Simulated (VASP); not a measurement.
# Rh (P6_3/mmc) in VASP: a series of runs

Rh is run at these levels: PBE; tasks: single point, relaxation of cell and atoms.

Program: VASP 6.6.1. These are calculated values, not measurements. Logs are shortened: lines on timing, memory, paths and dates and some standing lists are left out, and cuts for length are marked.

### Step 1. The cell of the first run

The structure is hexagonal, space group P6_3/mmc (No. 194). The conventional cell has a = 2.668 Å, b = 2.668 Å, c = 8.699 Å, α = 90.00°, β = 90.00°, γ = 120.00°. Within 3.5 Å of Rh (site symmetry -3m) lie 12 Rh at 2.66 to 2.67 Å. Within 3.5 Å of Rh (site symmetry -6m2) lie 12 Rh at 2.66 to 2.67 Å.

This isn't the form of Rh at room conditions, which is fcc.

### Step 2. Single point, PBE

The input, INCAR:

```
SYSTEM = Rh
PREC = Accurate
ENCUT = 520
EDIFF = 1E-7
ISMEAR = -1
SIGMA = 0.15
LREAL = .False.
LASPH = .True.
NELM = 60
ALGO = Fast
ISIF = 2
LWAVE = .False.
LCHARG = .False.
GGA = PE
NBANDS = 38
```

The input, KPOINTS:

```
regular mesh
0
Gamma
  18 18 6
  0 0 0
```

The input, POSCAR:

```
Rh
1.0
    2.6681638816      0.0000000000      0.0000000000
   -1.3340819408      2.3106977029      0.0000000000
    0.0000000000      0.0000000000      8.6985594087
Rh
4
Direct
    0.0000000000      0.0000000000      0.0000000000
    0.3333333333      0.6666666667      0.2500000000
    0.0000000000      0.0000000000      0.5000000000
    0.6666666667      0.3333333333      0.7500000000
```

Potentials or basis: VASP PAW PBE potentials, release 64 (Rh_pv).

Started as:

```
$ cat potpaw_PBE.64/Rh_pv/POTCAR > POTCAR
$ mpirun -np 1 vasp_std > vasp.out
```

OUTCAR:

```text
SYSTEM = Rh
   PREC = Accurate
   ENCUT = 520
   EDIFF = 1E-7
   ISMEAR = -1
   LREAL = .False.
   LASPH = .True.
   NELM = 60
   ISIF = 2
   GGA = PE

 ion  position               nearest neighbor table
   1  0.000  0.000  0.000-   2 2.66   4 2.66   2 2.66   4 2.66   4 2.66   2 2.66
   2  0.333  0.667  0.250-   1 2.66   3 2.66   1 2.66   3 2.66   1 2.66   3 2.66
   3  0.000  0.000  0.500-   2 2.66   4 2.66   2 2.66   4 2.66   4 2.66   2 2.66
   4  0.667  0.333  0.750-   1 2.66   3 2.66   1 2.66   3 2.66   1 2.66   3 2.66

  LATTYP: Found a hexagonal cell.
 ALAT       =     2.6681638816
 C/A-ratio  =     3.2601293604

  Lattice vectors:

 A1 = (   2.6681638816,   0.0000000000,   0.0000000000)
 A2 = (  -1.3340819408,   2.3106977029,   0.0000000000)
 A3 = (   0.0000000000,   0.0000000000,   8.6985594087)

Analysis of symmetry for initial positions (statically):
=====================================================================
 Subroutine PRICEL returns:
 Original cell was already a primitive cell.

 Routine SETGRP: Setting up the symmetry group for a
 hexagonal supercell.

 Subroutine GETGRP returns: Found 24 space group operations
 (whereof 12 operations were pure point group operations)
 out of a pool of 24 trial point group operations.

The static configuration has the point symmetry D_3d.
 The point group associated with its full space group is D_6h.

Analysis of symmetry for dynamics (positions and initial velocities):
=====================================================================
 Subroutine PRICEL returns:
 Original cell was already a primitive cell.

 Routine SETGRP: Setting up the symmetry group for a
 hexagonal supercell.

 Subroutine GETGRP returns: Found 24 space group operations
 (whereof 12 operations were pure point group operations)
 out of a pool of 24 trial point group operations.

The dynamic configuration has the point symmetry D_3d.
 The point group associated with its full space group is D_6h.

 Subroutine INISYM returns: Found 24 space group operations
 (whereof 12 operations are pure point group operations),
 and found     1 'primitive' translations

----------------------------------------------------------------------------------------

                                     Primitive cell

  volume of cell :      53.6294

[... 85 lines left out ...]
   ICHARG =      2    charge: 1-file 2-atom 10-const
   ISPIN  =      1    spin polarized calculation?
   LNONCOLLINEAR =      F non collinear calculations
   LSORBIT =      F    spin-orbit coupling
   LASPH  =      T    aspherical Exc in radial PAW
   ENCUT  =  520.0 eV  38.22 Ry    6.18 a.u.   4.96  4.96 16.17*2*pi/ulx,y,z
   NELM   =     60;   NELMIN=  2; NELMDL= -5     # of ELM steps
   EDIFF  = 0.1E-06   stopping-criterion for ELM
   LREAL  =      F    real-space projection
   EDIFFG = 0.1E-05   stopping-criterion for IOM
   NSW    =      0    number of steps for IOM
   IBRION =     -1    ionic relax: 0-MD 1-quasi-New 2-CG
   NFREE  =      0    steps in history (QN), initial steepest desc. (CG)
   ISIF   =      2    stress and relaxation
   ISYM   =      2    0-nonsym 1-usesym 2-fastsym
   POTIM  = 0.5000    time-step for ionic-motion
   TEBEG  =    0.0;   TEEND  =   0.0 temperature during run
   PSTRESS=    0.0 pullay stress
   NELECT =      60.0000    total number of electrons
   NUPDOWN=      -1.0000    fix difference up-down
   EMIN   =  10.00;   EMAX   =-10.00  energy-range for DOS
   EFERMI =   0.00;   METHOD = LEGACY
   ISMEAR =    -1;   SIGMA  =   0.15  broadening in eV -4-tet -1-fermi 0-gaus
   EFERMI_NEDOS =   21; number of points for ismear=-14 and -15
   IALGO  =     68    algorithm
   IMIX   =      4    mixing-type and parameters
     AMIX     =   0.40;   BMIX     =  1.00
     AMIX_MAG =   1.60;   BMIX_MAG =  1.00
  volume/ion in A,a.u.               =      13.41        90.48
  Fermi-wavevector in a.u.,A,eV,Ry     =   1.699512  3.211612 39.298270  2.888341
  Thomas-Fermi vector in A             =   2.779816
   LORBIT       =      0    0 simple, 1 ext, 2 COOP (PROOUT), +10 PAW based schemes
   GGA     = PE    functional components
   LHFCALC =     F    Hartree Fock is set to
   AEXX    =    0.0000 exact exchange contribution
   IVDW    =     0    specifies the selected vdW correction
   LEPSILON=     F    determine dielectric tensor
   LRPA    =     F    only Hartree local field effects (RPA)
 non-spin polarized calculation
 RMM-DIIS sequential band-by-band and
  energy-cutoff  :      520.00
  volume of cell :       53.63
 maximum number of plane-waves:      1477
 NGX is ok and might be reduce to    20
   NGX =  9   NGY =  9   NGZ = 33

 number of electron      59.9999998 magnetization

 Free energy of the ion-electron system (eV)
  ---------------------------------------------------
  ext. energy  EPLUGINS =         0.00000000
  ---------------------------------------------------
  free energy    TOTEN  =       -29.05383393 eV

  energy without entropy =      -28.63680693  energy(sigma->0) =      -28.84532043

 E-fermi :  12.3893     XC(G=0): -14.1932

 val. band max:       12.3882785085   @ k =   0.3889   0.1667   0.0000
 cond. band min:      12.3899101261   @ k =   0.2222   0.0000   0.3333
 fundamental gap:      0.0016316176
 Fermi energy:        12.3892744724

 k-point     1 :       0.0000    0.0000    0.0000
  band No.  band energies     occupation
      1     -34.8363      2.00000
      2     -34.4470      2.00000
      3     -34.4388      2.00000
      4     -34.1455      2.00000
      5     -34.1455      2.00000
      6     -34.0957      2.00000
[... 973 lines left out ...]
     37      22.1050      0.00000
     38      22.1477      0.00000

 [... further k-points ...]
[... 5 lines left out ...]
  --------------------------------------------------------------------------------------
  -------------------------------------------------------------------------------------
  Total        5.0380668      5.0380668      5.0363009     -0.0000000      0.0000000     -0.0000000
  in kB      150.5121423    150.5121423    150.4593860     -0.0000000      0.0000000     -0.0000000
  external PRESSURE =     150.4945569 kB  Pullay stress =       0.0000000 kB

 VOLUME and BASIS-vectors are now :
 -----------------------------------------------------------------------------
  energy-cutoff  :      520.00
  volume of cell :       53.63
      direct lattice vectors                 reciprocal lattice vectors
     2.668163882  0.000000000  0.000000000     0.374789572  0.216384860  0.000000000
    -1.334081941  2.310697703  0.000000000     0.000000000  0.432769721  0.000000000
     0.000000000  0.000000000  8.698559409     0.000000000  0.000000000  0.114961565

 POSITION                                       TOTAL-FORCE (eV/Angst)
 -----------------------------------------------------------------------------------
      0.00000      0.00000      0.00000        -0.000000      0.000000     -0.000000
     -0.00000      1.54047      2.17464         0.000000      0.000000     -0.000000
      0.00000      0.00000      4.34928         0.000000      0.000000     -0.000000
      1.33408      0.77023      6.52392        -0.000000     -0.000000      0.000000
 -----------------------------------------------------------------------------------
    total drift:                                0.000000     -0.000000      0.000000

  FREE ENERGIE OF THE ION-ELECTRON SYSTEM (eV)
  ---------------------------------------------------
  free  energy   TOTEN  =       -29.0538339311 eV

  energy  without entropy=      -28.6368069272  energy(sigma->0) =      -28.84532043
```

OSZICAR:

```text
N       E                     dE             d eps       ncg     rms          rms(c)
DAV:   1     0.775636475211E+03    0.77564E+03   -0.36749E+04 11392   0.184E+03
DAV:   2    -0.584578541147E+01   -0.78148E+03   -0.75964E+03 11754   0.577E+02
DAV:   3    -0.307431783658E+02   -0.24897E+02   -0.24288E+02 12420   0.113E+02
DAV:   4    -0.309803080262E+02   -0.23713E+00   -0.23692E+00 12446   0.111E+01
DAV:   5    -0.309843482052E+02   -0.40402E-02   -0.40401E-02 12540   0.147E+00    0.219E+01
RMM:   6    -0.291267361589E+02    0.18576E+01   -0.52196E+00 11288   0.155E+01    0.819E+00
RMM:   7    -0.290692878979E+02    0.57448E-01   -0.48658E-01 11517   0.381E+00    0.307E+00
RMM:   8    -0.291478262818E+02   -0.78538E-01   -0.16964E-01 11697   0.255E+00    0.279E+00
RMM:   9    -0.290563072029E+02    0.91519E-01   -0.63701E-02 11530   0.158E+00    0.742E-01
RMM:  10    -0.290537966637E+02    0.25105E-02   -0.82036E-03 11957   0.621E-01    0.468E-02
RMM:  11    -0.290538391407E+02   -0.42477E-04   -0.62134E-04 12137   0.169E-01    0.424E-02
RMM:  12    -0.290538370622E+02    0.20785E-05   -0.60325E-05 12667   0.605E-02    0.149E-02
RMM:  13    -0.290538328348E+02    0.42274E-05   -0.18268E-05 13025   0.305E-02    0.537E-03
RMM:  14    -0.290538340142E+02   -0.11794E-05   -0.45395E-06 12511   0.182E-02    0.251E-03
RMM:  15    -0.290538338012E+02    0.21300E-06   -0.14917E-06 12876   0.915E-03    0.592E-04
RMM:  16    -0.290538341063E+02   -0.30507E-06   -0.26853E-07  7773   0.459E-03    0.725E-04
RMM:  17    -0.290538338709E+02    0.23533E-06   -0.13107E-07  6361   0.314E-03    0.397E-04
RMM:  18    -0.290538339311E+02   -0.60141E-07   -0.37247E-08  6148   0.165E-03
   1 F= -.29053834E+02 E0= -.28845320E+02  d E =-.417027E+00
```

stdout:

```text
POSCAR found type information on POSCAR Rh
 POSCAR found :  1 types and       4 ions
 scaLAPACK will be used
 LDA part: xc-table for (Slater+PW92), standard interpolation
 POSCAR, INCAR and KPOINTS ok, starting setup
 FFT: planning ... GRIDC
 FFT: planning ... GRID_SOFT
 FFT: planning ... GRID
 WAVECAR not read
 entering main loop
```

It took 9.8 min on 1 thread of Intel Xeon 8259CL, shared host; peak memory 0.32 GiB.

Results:

| Quantity | Value |
| --- | --- |
| Free energy | -29.0538 eV |
| Pressure | 15.0 GPa |
| Band gap on the k mesh | zero (bands 30 and 31 overlap by 2.08 eV) |

Caveat: the cell stands under pressure.

(Part 1 of 2 ends here.)
